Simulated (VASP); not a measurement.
# C4F (Pm-3m) in VASP: notebook

Runs on C4F. Level: PBE+D3(BJ). Tasks: single point, relaxation of cell and atoms.

All numbers are computed with VASP 6.6.1; they aren't measurements. Logs are shortened: lines on timing, memory, paths and dates and some standing lists are left out, and cuts for length are marked.

## 1. The cell of the first run

The structure is cubic, space group Pm-3m (No. 221). Conventional cell: a = 3.731 Å, b = 3.731 Å, c = 3.731 Å, α = 90.00°, β = 90.00°, γ = 90.00°. Within 3.5 Å of C (site symmetry m-3m) lie 12 C at 2.64 Å and 8 F at 3.23 Å. C (site symmetry 4/mmm) has 2 F at 1.87 Å within 2.5 Å. F (site symmetry m-3m) has 6 C at 1.87 Å within 2.5 Å.

The cell was built from a structure type or drawn by symmetry, and may not be a known phase.

## 2. Single point, PBE+D3(BJ)

INCAR

```
  PREC = Accurate
  ENCUT = 520
  EDIFF = 1E-6
  ISMEAR = 0
  SIGMA = 0.1
  LREAL = F
  LASPH = T
  NELM = 80
  ALGO = Normal
  ISIF = 2
  LWAVE = F
  LCHARG = F
  GGA = PE
  IVDW = 12
  NBANDS = 20
```

KPOINTS

```
regular mesh
0
Gamma
  4 4 4
```

POSCAR

```
C4F
1.0
    3.7312473520      0.0000000000      0.0000000000
    0.0000000000      3.7312473520      0.0000000000
    0.0000000000      0.0000000000      3.7312473520
C F
4 1
Direct
    0.0000000000      0.0000000000      0.0000000000
    0.5000000000      0.5000000000      0.0000000000
    0.5000000000      0.0000000000      0.5000000000
    0.0000000000      0.5000000000      0.5000000000
    0.5000000000      0.5000000000      0.5000000000
```

Potentials or basis: VASP PAW PBE potentials, release 64 (C, F).

On the command line:

```sh
cat potpaw_PBE.64/C/POTCAR potpaw_PBE.64/F/POTCAR > POTCAR
mpirun -np 1 vasp_std > vasp.out
```

OUTCAR:

```text
PREC = Accurate
   ENCUT = 520
   EDIFF = 1E-6
   ISMEAR = 0
   LREAL = F
   LASPH = T
   NELM = 80
   ISIF = 2
   GGA = PE
   IVDW = 12
 IVDW          = 12

 ion  position               nearest neighbor table
   1  0.000  0.000  0.000-
   2  0.500  0.500  0.000-   5 1.87   5 1.87
   3  0.500  0.000  0.500-   5 1.87   5 1.87
   4  0.000  0.500  0.500-   5 1.87   5 1.87
   5  0.500  0.500  0.500-   2 1.87   3 1.87   4 1.87   2 1.87   3 1.87   4 1.87

  LATTYP: Found a simple cubic cell.
 ALAT       =     3.7312473520

  Lattice vectors:

 A1 = (   3.7312473520,   0.0000000000,   0.0000000000)
 A2 = (   0.0000000000,   3.7312473520,   0.0000000000)
 A3 = (   0.0000000000,   0.0000000000,   3.7312473520)

Analysis of symmetry for initial positions (statically):
=====================================================================
 Subroutine PRICEL returns:
 Original cell was already a primitive cell.

 Routine SETGRP: Setting up the symmetry group for a
 simple cubic supercell.

 Subroutine GETGRP returns: Found 48 space group operations
 (whereof 48 operations were pure point group operations)
 out of a pool of 48 trial point group operations.

The static configuration has the point symmetry O_h .

Analysis of symmetry for dynamics (positions and initial velocities):
=====================================================================
 Subroutine PRICEL returns:
 Original cell was already a primitive cell.

 Routine SETGRP: Setting up the symmetry group for a
 simple cubic supercell.

 Subroutine GETGRP returns: Found 48 space group operations
 (whereof 48 operations were pure point group operations)
 out of a pool of 48 trial point group operations.

The dynamic configuration has the point symmetry O_h .

 Subroutine INISYM returns: Found 48 space group operations
 (whereof 48 operations are pure point group operations),
 and found     1 'primitive' translations

----------------------------------------------------------------------------------------

                                     Primitive cell

  volume of cell :      51.9472

  direct lattice vectors                    reciprocal lattice vectors
     3.731247352  0.000000000  0.000000000     0.268006890  0.000000000  0.000000000
     0.000000000  3.731247352  0.000000000     0.000000000  0.268006890  0.000000000
[... 76 lines left out ...]
   EDIFF  = 0.1E-05   stopping-criterion for ELM
   LREAL  =      F    real-space projection
   EDIFFG = 0.1E-04   stopping-criterion for IOM
   NSW    =      0    number of steps for IOM
   IBRION =     -1    ionic relax: 0-MD 1-quasi-New 2-CG
   NFREE  =      0    steps in history (QN), initial steepest desc. (CG)
   ISIF   =      2    stress and relaxation
   ISYM   =      2    0-nonsym 1-usesym 2-fastsym
   POTIM  = 0.5000    time-step for ionic-motion
   TEBEG  =    0.0;   TEEND  =   0.0 temperature during run
   PSTRESS=    0.0 pullay stress
   NELECT =      23.0000    total number of electrons
   NUPDOWN=      -1.0000    fix difference up-down
   EMIN   =  10.00;   EMAX   =-10.00  energy-range for DOS
   EFERMI =   0.00;   METHOD = LEGACY
   ISMEAR =     0;   SIGMA  =   0.10  broadening in eV -4-tet -1-fermi 0-gaus
   EFERMI_NEDOS =   21; number of points for ismear=-14 and -15
   IALGO  =     38    algorithm
   IMIX   =      4    mixing-type and parameters
     AMIX     =   0.40;   BMIX     =  1.00
     AMIX_MAG =   1.60;   BMIX_MAG =  1.00
  volume/ion in A,a.u.               =      10.39        70.11
  Fermi-wavevector in a.u.,A,eV,Ry     =   1.247757  2.357919 21.182882  1.556898
  Thomas-Fermi vector in A             =   2.381875
   LORBIT       =      0    0 simple, 1 ext, 2 COOP (PROOUT), +10 PAW based schemes
   GGA     = PE    functional components
   LHFCALC =     F    Hartree Fock is set to
   AEXX    =    0.0000 exact exchange contribution
   IVDW    =    12    specifies the selected vdW correction
   LEPSILON=     F    determine dielectric tensor
   LRPA    =     F    only Hartree local field effects (RPA)
 non-spin polarized calculation
 Gauss-broadening in eV      SIGMA  =   0.10
  energy-cutoff  :      520.00
  volume of cell :       51.95
 maximum number of plane-waves:      1420
 NGX is ok and might be reduce to    28
   NGX = 13   NGY = 13   NGZ = 13

 number of electron      22.9999987 magnetization

 Free energy of the ion-electron system (eV)
  ---------------------------------------------------
  ext. energy  EPLUGINS =         0.00000000
  ---------------------------------------------------
  free energy    TOTEN  =       -16.35627883 eV

  energy without entropy =      -16.34647213  energy(sigma->0) =      -16.35137548

 E-fermi :   3.3814     XC(G=0): -10.8055

 val. band max:        3.2747254261   @ k =   0.5000   0.2500   0.0000
 cond. band min:       3.4152315734   @ k =   0.5000   0.5000   0.2500
 fundamental gap:      0.1405061472
 Fermi energy:         3.3813723655

 k-point     1 :       0.0000    0.0000    0.0000
  band No.  band energies     occupation
      1     -23.8472      2.00000
      2      -8.7381      2.00000
      3      -6.6760      2.00000
      4      -6.6760      2.00000
      5      -6.6760      2.00000
      6      -4.2294      2.00000
[... 219 lines left out ...]
     19       6.5247      0.00000
     20       6.5247      0.00000

------------------------ aborting loop because EDIFF is reached ----------------------------------------

 Edisp (eV)   -0.94362

 E8    (eV) :    -0.2646

  FORCE on cell =-STRESS in cart. coord.  units (eV):
  Direction    XX          YY          ZZ          XY          YZ          ZX
  --------------------------------------------------------------------------------------
  -------------------------------------------------------------------------------------
  Total      -0.03354    -0.03354    -0.03354     0.00000    -0.00000     0.00000
  in kB      -1.03458    -1.03458    -1.03458     0.00000    -0.00000     0.00000
  external pressure =       -1.03 kB  Pullay stress =        0.00 kB

 VOLUME and BASIS-vectors are now :
 -----------------------------------------------------------------------------
  energy-cutoff  :      520.00
  volume of cell :       51.95
      direct lattice vectors                 reciprocal lattice vectors
     3.731247352  0.000000000  0.000000000     0.268006890  0.000000000  0.000000000
     0.000000000  3.731247352  0.000000000     0.000000000  0.268006890  0.000000000
     0.000000000  0.000000000  3.731247352     0.000000000  0.000000000  0.268006890

 POSITION                                       TOTAL-FORCE (eV/Angst)
 -----------------------------------------------------------------------------------
      0.00000      0.00000      0.00000         0.000000      0.000000      0.000000
      1.86562      1.86562      0.00000         0.000000      0.000000      0.000000
      1.86562      0.00000      1.86562         0.000000      0.000000      0.000000
      0.00000      1.86562      1.86562         0.000000      0.000000      0.000000
      1.86562      1.86562      1.86562         0.000000      0.000000      0.000000
 -----------------------------------------------------------------------------------
    total drift:                                0.000000      0.000000      0.000000

  FREE ENERGIE OF THE ION-ELECTRON SYSTEM (eV)
  ---------------------------------------------------
  free  energy   TOTEN  =       -17.2998996924 eV

  energy  without entropy=      -17.2900929938  energy(sigma->0) =      -17.29499634
```

OSZICAR:

```text
N       E                     dE             d eps       ncg     rms          rms(c)
DAV:   1     0.719456711597E+02    0.71946E+02   -0.11621E+04   400   0.106E+03
DAV:   2    -0.121360906600E+02   -0.84082E+02   -0.80267E+02   536   0.195E+02
DAV:   3    -0.166196103352E+02   -0.44835E+01   -0.44006E+01   420   0.410E+01
DAV:   4    -0.166580126170E+02   -0.38402E-01   -0.38359E-01   412   0.441E+00
DAV:   5    -0.166582319598E+02   -0.21934E-03   -0.21934E-03   416   0.341E-01    0.377E+00
DAV:   6    -0.164936820676E+02    0.16455E+00   -0.14597E+00   476   0.520E+00    0.276E+00
DAV:   7    -0.163852316612E+02    0.10845E+00   -0.33868E-01   400   0.231E+00    0.137E+00
DAV:   8    -0.163579691599E+02    0.27263E-01   -0.92927E-02   400   0.206E+00    0.401E-01
DAV:   9    -0.163562994078E+02    0.16698E-02   -0.51697E-03   416   0.687E-01    0.166E-01
DAV:  10    -0.163564394404E+02   -0.14003E-03   -0.41558E-03   400   0.412E-01    0.105E-01
DAV:  11    -0.163562717647E+02    0.16768E-03   -0.57760E-04   408   0.180E-01    0.186E-02
DAV:  12    -0.163562792836E+02   -0.75189E-05   -0.50643E-05   420   0.483E-02    0.787E-03
DAV:  13    -0.163562788305E+02    0.45312E-06   -0.30286E-06   368   0.186E-02
   1 F= -.17299900E+02 E0= -.17294996E+02  d E =-.980670E-02
```

Wall time 8.2 s (1 thread of Intel Xeon Platinum 8375C at 2.90GHz (Ice Lake), shared host); peak memory 0.16 GiB.

What came out:

| Property | Result |
| --- | --- |
| Free energy | -17.2999 eV |
| Pressure | -0.1 GPa |
| Band gap on the k mesh | zero (an odd number of electrons rules out a gap without spin polarisation) |
| Dispersion energy per atom | -0.189 eV |

Levels at points of the mesh, in eV from the Fermi level:
```tsv
k point	band 7	band 8	band 9	band 10	band 11	band 12	band 13	band 14	band 15	band 16
(0.00, 0.00, 0.00)	-7.61	-6.08	-2.02	-2.02	-2.02	0.91	0.91	0.91	3.17	3.17
(0.50, 0.00, 0.00)	-7.39	-3.49	-1.87	-1.87	-0.13	0.20	0.20	0.78	1.01	1.20
(0.50, 0.50, 0.00)	-4.33	-4.33	-1.70	-1.35	-1.35	-0.41	-0.41	0.20	0.20	1.66
(0.50, 0.50, 0.50)	-4.86	-4.86	-3.74	-3.74	-3.74	-0.76	1.72	1.72	2.89	2.89
```

Caveat: the k points lie up to 0.42 Å⁻¹ apart, too coarse for converged energies and pressures of a metal; an odd number of electrons without spin polarisation forces a metal; a magnetic or distorted state may lie lower.

## 3. Single point, PBE+D3(BJ)

This run uses another cell than the first one, of 12.77 Å³/atom.

INCAR

```
SYSTEM = C4F
  ALGO = Normal
  EDIFF = 1E-6
  ENCUT = 520
  GGA = PE
  ISIF = 2
  ISMEAR = 0
  IVDW = 12
  LASPH = .True.
  LCHARG = .False.
  LREAL = .False.
  LWAVE = .False.
  NBANDS = 20
  NELM = 60
  PREC = Accurate
  SIGMA = 0.1
```

KPOINTS

```
k-points
0
Gamma
  4 4 4
  0 0 0
```

POSCAR, as its differences from that of step 2:

```diff
@@ -2,5 +2,5 @@
 1.0
-    3.7312473520      0.0000000000      0.0000000000
-    0.0000000000      3.7312473520      0.0000000000
-    0.0000000000      0.0000000000      3.7312473520
+    3.9966018800      0.0000000000      0.0000000000
+    0.0000000000      3.9966018800      0.0000000000
+    0.0000000000      0.0000000000      3.9966018800
 C F
```

Potentials or basis: VASP PAW PBE potentials, release 64 (C, F).

On the command line:

```sh
cat potpaw_PBE.64/C/POTCAR potpaw_PBE.64/F/POTCAR > POTCAR
mpirun -np 1 vasp_std > vasp.out
```

OUTCAR:

```text
SYSTEM = C4F
   EDIFF = 1E-6
   ENCUT = 520
   GGA = PE
   ISIF = 2
   ISMEAR = 0
   IVDW = 12
   LASPH = .True.
   LREAL = .False.
   NELM = 60
   PREC = Accurate
 IVDW          = 12

 ion  position               nearest neighbor table
   1  0.000  0.000  0.000-
   2  0.500  0.500  0.000-
   3  0.500  0.000  0.500-
   4  0.000  0.500  0.500-
   5  0.500  0.500  0.500-

  LATTYP: Found a simple cubic cell.
 ALAT       =     3.9966018800

  Lattice vectors:

 A1 = (   3.9966018800,   0.0000000000,   0.0000000000)
 A2 = (   0.0000000000,   3.9966018800,   0.0000000000)
 A3 = (   0.0000000000,   0.0000000000,   3.9966018800)

Analysis of symmetry for initial positions (statically):
=====================================================================
 Subroutine PRICEL returns:
 Original cell was already a primitive cell.

 Routine SETGRP: Setting up the symmetry group for a
 simple cubic supercell.

 Subroutine GETGRP returns: Found 48 space group operations
 (whereof 48 operations were pure point group operations)
 out of a pool of 48 trial point group operations.

The static configuration has the point symmetry O_h .

Analysis of symmetry for dynamics (positions and initial velocities):
=====================================================================
 Subroutine PRICEL returns:
 Original cell was already a primitive cell.

 Routine SETGRP: Setting up the symmetry group for a
 simple cubic supercell.

 Subroutine GETGRP returns: Found 48 space group operations
 (whereof 48 operations were pure point group operations)
 out of a pool of 48 trial point group operations.

The dynamic configuration has the point symmetry O_h .

 Subroutine INISYM returns: Found 48 space group operations
 (whereof 48 operations are pure point group operations),
[... 104 lines left out ...]
   IALGO  =     38    algorithm
   IMIX   =      4    mixing-type and parameters
     AMIX     =   0.40;   BMIX     =  1.00
     AMIX_MAG =   1.60;   BMIX_MAG =  1.00
  volume/ion in A,a.u.               =      12.77        86.16
  Fermi-wavevector in a.u.,A,eV,Ry     =   1.164912  2.201365 18.463386  1.357021
  Thomas-Fermi vector in A             =   2.301444
   LORBIT       =      0    0 simple, 1 ext, 2 COOP (PROOUT), +10 PAW based schemes
   GGA     = PE    functional components
   LHFCALC =     F    Hartree Fock is set to
   AEXX    =    0.0000 exact exchange contribution
   IVDW    =    12    specifies the selected vdW correction
   LEPSILON=     F    determine dielectric tensor
   LRPA    =     F    only Hartree local field effects (RPA)
 non-spin polarized calculation
 Gauss-broadening in eV      SIGMA  =   0.10
  energy-cutoff  :      520.00
  volume of cell :       63.84
 maximum number of plane-waves:      1747
 NGX is ok and might be reduce to    30
   NGX = 15   NGY = 15   NGZ = 15

 number of electron      22.9999988 magnetization

 Free energy of the ion-electron system (eV)
  ---------------------------------------------------
  ext. energy  EPLUGINS =         0.00000000
  ---------------------------------------------------
  free energy    TOTEN  =       -15.90174599 eV

  energy without entropy =      -15.88421192  energy(sigma->0) =      -15.89297896

 E-fermi :   1.5814     XC(G=0):  -9.8671

 val. band max:        1.5802522588   @ k =   0.5000   0.2500   0.0000
 cond. band min:       1.6091832177   @ k =   0.5000   0.0000   0.0000
 fundamental gap:      0.0289309589
 Fermi energy:         1.5814170361

 k-point     1 :       0.0000    0.0000    0.0000
  band No.  band energies     occupation
      1     -23.9068      2.00000
      2      -9.5951      2.00000
      3      -6.6110      2.00000
      4      -6.6110      2.00000
      5      -6.6110      2.00000
      6      -6.1924      2.00000
[... 219 lines left out ...]
     19       4.0398      0.00000
     20       4.0398      0.00000

------------------------ aborting loop because EDIFF is reached ----------------------------------------

 Edisp (eV)   -0.80793

 E8    (eV) :    -0.2288

  FORCE on cell =-STRESS in cart. coord.  units (eV):
  Direction    XX          YY          ZZ          XY          YZ          ZX
  --------------------------------------------------------------------------------------
  -------------------------------------------------------------------------------------
  Total      -5.14299    -5.14299    -5.14299     0.00000     0.00000     0.00000
  in kB    -129.07852  -129.07852  -129.07852     0.00000     0.00000     0.00000
  external pressure =     -129.08 kB  Pullay stress =        0.00 kB

 VOLUME and BASIS-vectors are now :
 -----------------------------------------------------------------------------
  energy-cutoff  :      520.00
  volume of cell :       63.84
      direct lattice vectors                 reciprocal lattice vectors
     3.996601880  0.000000000  0.000000000     0.250212563  0.000000000  0.000000000
     0.000000000  3.996601880  0.000000000     0.000000000  0.250212563  0.000000000
     0.000000000  0.000000000  3.996601880     0.000000000  0.000000000  0.250212563

 POSITION                                       TOTAL-FORCE (eV/Angst)
 -----------------------------------------------------------------------------------
      0.00000      0.00000      0.00000         0.000000      0.000000      0.000000
      1.99830      1.99830      0.00000         0.000000      0.000000      0.000000
      1.99830      0.00000      1.99830         0.000000      0.000000      0.000000
      0.00000      1.99830      1.99830         0.000000      0.000000      0.000000
      1.99830      1.99830      1.99830         0.000000      0.000000      0.000000
 -----------------------------------------------------------------------------------
    total drift:                                0.000000      0.000000      0.000000

  FREE ENERGIE OF THE ION-ELECTRON SYSTEM (eV)
  ---------------------------------------------------
  free  energy   TOTEN  =       -16.7096743616 eV

  energy  without entropy=      -16.6921402892  energy(sigma->0) =      -16.70090733
```

OSZICAR:

```text
N       E                     dE             d eps       ncg     rms          rms(c)
DAV:   1     0.747112634955E+02    0.74711E+02   -0.10760E+04   400   0.100E+03
DAV:   2    -0.109722328900E+02   -0.85683E+02   -0.81713E+02   540   0.188E+02
DAV:   3    -0.161937040758E+02   -0.52215E+01   -0.51274E+01   416   0.435E+01
DAV:   4    -0.162460625629E+02   -0.52358E-01   -0.52201E-01   408   0.498E+00
DAV:   5    -0.162465048409E+02   -0.44228E-03   -0.44226E-03   420   0.451E-01    0.425E+00
DAV:   6    -0.160407903910E+02    0.20571E+00   -0.18490E+00   404   0.906E+00    0.280E+00
DAV:   7    -0.159218626783E+02    0.11893E+00   -0.54557E-01   416   0.360E+00    0.115E+00
DAV:   8    -0.159059701971E+02    0.15892E-01   -0.11249E-01   408   0.194E+00    0.721E-01
DAV:   9    -0.159016667431E+02    0.43035E-02   -0.26913E-02   400   0.932E-01    0.186E-01
DAV:  10    -0.159018357936E+02   -0.16905E-03   -0.49094E-03   400   0.377E-01    0.101E-01
DAV:  11    -0.159017450054E+02    0.90788E-04   -0.47025E-04   400   0.119E-01    0.239E-02
DAV:  12    -0.159017441582E+02    0.84715E-06   -0.74472E-05   400   0.483E-02    0.817E-03
DAV:  13    -0.159017462173E+02   -0.20591E-05   -0.37903E-06   372   0.144E-02    0.501E-03
DAV:  14    -0.159017459919E+02    0.22539E-06   -0.15293E-06   216   0.505E-03
   1 F= -.16709674E+02 E0= -.16700907E+02  d E =-.175341E-01
```

It took 11 s on 1 thread of Intel Xeon Platinum 8375C at 2.90GHz (Ice Lake), shared host; peak memory 0.17 GiB.

Results:

```yaml
Free_energy: -16.7097 eV
Pressure: -12.9 GPa
Band_gap_on_the_k_mesh: zero (an odd number of electrons rules out a gap without spin polarisation)
Dispersion_energy_per_atom: -0.162 eV
```

Caveat: the k points lie up to 0.39 Å⁻¹ apart, too coarse for converged energies and pressures of a metal; an odd number of electrons without spin polarisation forces a metal; a magnetic or distorted state may lie lower.

(Part 1 of 2 ends here.)
